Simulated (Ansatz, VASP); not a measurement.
## CsPbCl3 in VASP and in Ansatz

POSCAR

```
CsPbCl3
1.0
    5.8473838876      0.0000000000      0.0000000000
    0.0000000000      5.8473838876      0.0000000000
    0.0000000000      0.0000000000      5.6314477044
Cs Pb Cl
1 1 3
Direct
    0.0000000000      0.0000000000      0.0000000000
    0.5000000000      0.5000000000      0.5000000000
    0.5000000000      0.5000000000      0.0000000000
    0.5000000000      0.0000000000      0.5000000000
    0.0000000000      0.5000000000      0.5000000000
```

Contents of INCAR.step1:

```
PREC = Accurate ; ENCUT = 520
ISMEAR = 0 ; SIGMA = 0.01
LREAL = F ; LASPH = T
NELM = 60 ; NBANDS = 30
GGA = PE ; ALGO = Normal
EDIFF = 1E-4 ; LWAVE = T
LCHARG = F
```

Contents of INCAR.step2:

```
PREC = Accurate ; ENCUT = 520
EDIFF = 1E-6 ; ISMEAR = 0
SIGMA = 0.01 ; LREAL = F
LASPH = T ; NELM = 60
ALGO = Normal ; ISIF = 2
LWAVE = F ; LCHARG = F
METAGGA = R2SCAN ; LMIXTAU = T
NBANDS = 30 ; ISTART = 1
```

Contents of KPOINTS:

```
regular mesh
0
Gamma
  4 4 4
```

Input for Ansatz:

```yaml
crystal:
  lattice:
    - [5.8473838876, 0.0, 0.0]
    - [0.0, 5.8473838876, 0.0]
    - [0.0, 0.0, 5.6314477044]
  atoms:
    - { symbol: Cs, position: [0.0, 0.0, 0.0] }
    - { symbol: Pb, position: [0.5, 0.5, 0.5] }
    - { symbol: Cl, position: [0.5, 0.5, 0.0] }
    - { symbol: Cl, position: [0.5, 0.0, 0.5] }
    - { symbol: Cl, position: [0.0, 0.5, 0.5] }
kpoints:
  mp_grid: { grid: [4, 4, 4] }
  band_path:
    path: [[0.0, 0.0, 0.0], [0.0, 0.5, 0.0], [0.5, 0.5, 0.0], [0.5, 0.5, 0.5]]
    npoints: 1
hamiltonian:
  xc: r2scan
scf:
  occupations: { method: fixed }
  n_extra_bands: 5
output:
  forces: true
  stress: true
  eigenvalues: true
```

Change from the starting cell: epitaxial_xy strain +3.0%.

Alike in both runs: task single point; functional r2SCAN; k mesh 4 × 4 × 4; no spin polarisation.

|  | VASP | Ansatz |
| --- | --- | --- |
| version | VASP 6.6.1 | Ansatz 0.2.0 |
| potentials or method | VASP PAW PBE potentials, release 64 (Cs_sv, Pb_d, Cl) | plane waves, PAW |
| plane-wave cutoff (eV) | 520 | 500 |
| occupations | gaussian, width 0.01 eV | fixed |
| valence electrons in the cell | 44 | 44 |

|  | VASP | Ansatz | Ansatz less VASP |
| --- | --- | --- | --- |
| gap on the k mesh at the Fermi level (eV) | 2.57 | 2.56 | -0.013 |
| pressure (GPa) | -1.1 | -1.0 | +0.04 |
| traceless stress, the component that is largest in VASP (GPa) | 1.06 | 1.06 | -0.005 |

VASP's potentials were made for PBE, not for r2SCAN.

Spin-orbit coupling is off throughout.
